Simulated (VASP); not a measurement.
Input of a VASP 6.6.1 run:

INCAR

```
SYSTEM = Te
  ALGO = Normal
  EDIFF = 1E-6
  ENCUT = 520
  GGA = PS
  ISIF = 2
  ISMEAR = 0
  LASPH = .TRUE.
  LCHARG = .FALSE.
  LREAL = .FALSE.
  LWAVE = .FALSE.
  NBANDS = 9
  NELM = 80
  PREC = Accurate
  SIGMA = 0.15
```

KPOINTS

```
k-points
0
G
  15 15 15
  0 0 0
```

POSCAR

```
Te
1.0
    2.1889235866      1.2637756220      1.7281154298
   -2.1889235866      1.2637756220      1.7281154298
    0.0000000000     -2.5275512439      1.7281154298
Te
1
Direct
    0.5000000000      0.5000000000      0.5000000000
```

Potentials or basis: VASP PAW PBE potentials, release 64 (Te).

Launch:

```bash
$ cat potpaw_PBE.64/Te/POTCAR > POTCAR
$ mpirun -np 1 vasp_std > vasp.out
```

Question: What does it give for the pressure?

Answer: 6.1 GPa.

Question: Estimate the band gap on the k mesh.

Answer: Zero (bands 3 and 4 overlap by 6.17 eV).

Stress tensor (GPa, compression positive):
```
6.19 0.00 0.00
0.00 6.19 0.00
0.00 0.00 5.78
```

Caveat: the cell stands under pressure; the PAW data sets were made with another functional, which shifts forces and pressure a little; spin-orbit coupling is left out, which moves the levels of the heavy elements.
